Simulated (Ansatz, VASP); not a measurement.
TiAl: VASP beside Ansatz

The input INCAR:

```
SYSTEM = TiAl
ALGO     = Fast           ! electronic algorithm
EDIFF    = 1E-7           ! SCF threshold, eV
ENCUT    = 520            ! plane-wave cutoff, eV
GGA      = PS             ! functional
ISIF     = 2              ! what is computed and relaxed
ISMEAR   = 0              ! smearing method
LASPH    = .TRUE.         ! aspherical terms in the spheres
LCHARG   = .FALSE.        ! write CHGCAR
LREAL    = .FALSE.        ! projectors in reciprocal space
LWAVE    = .FALSE.        ! write WAVECAR
NBANDS   = 14             ! bands
NELM     = 100            ! most SCF steps
PREC     = Accurate       ! precision mode
SIGMA    = 0.15           ! smearing width, eV
```

File KPOINTS:

```
k-points
0
G
  18 18 10
  0 0 0
```

File POSCAR:

```
TiAl
1.0
    2.8672622327      0.0000000000      0.0000000000
   -1.4336311163      2.4831219328      0.0000000000
    0.0000000000      0.0000000000      4.6780830000
Ti Al
1 1
Direct
    0.0000000000      0.0000000000     -0.0427525548
    0.3333333333      0.6666666667      0.5000000000
```

Input for Ansatz:

```yaml
crystal:
  lattice:
    - [2.8672622327, 0.0, 0.0]
    - [-1.4336311163, 2.4831219328, 0.0]
    - [0.0, 0.0, 4.678083]
  atoms:
    - { symbol: Ti, position: [0.0, 0.0, -0.0427525548] }
    - { symbol: Al, position: [0.3333333333, 0.6666666667, 0.5] }
basis:
  ecutwfc: 420
kpoints:
  mp_grid: { grid: [18, 18, 10] }
hamiltonian:
  xc: pbesol
scf:
  occupations: { method: gaussian, width: 0.15 }
output:
  forces: true
  stress: true
  eigenvalues: true
  write_density: true
  write_potential: true
  elf: true
  volumetric_format: npy
```

Change from the starting cell: all Ti atoms moved -0.200 Å, as atom 1 along Cartesian [0 0 1].

Alike in both runs: task single point; functional PBEsol; k mesh 18 × 18 × 10; occupations gaussian, width 0.15 eV; no spin polarisation.

|  | VASP | Ansatz |
| --- | --- | --- |
| version | VASP 6.6.1 | Ansatz 0.2.0 |
| potentials or method | VASP PAW PBE potentials, release 64 (Ti_sv, Al), cutoff 520 eV | scalar-relativistic, plane waves, PAW |
| valence electrons in the cell | 15 | 15 |

```tsv
	VASP	Ansatz	Ansatz less VASP
gap on the k mesh at the Fermi level (eV)	none	none	-
pressure (GPa)	-0.9	-0.9	-0.02
traceless stress, the component that is largest in VASP (GPa)	0.45	0.39	-0.063
rms of the force components (eV/Å)	0.798	0.796	-0.0023
```

VASP's potentials were made for PBE, not for PBEsol. Atom by atom the forces differ by 0.002 eV/Å (rms over components). A gap of «none» marks a metal or a gap that the smearing closes.
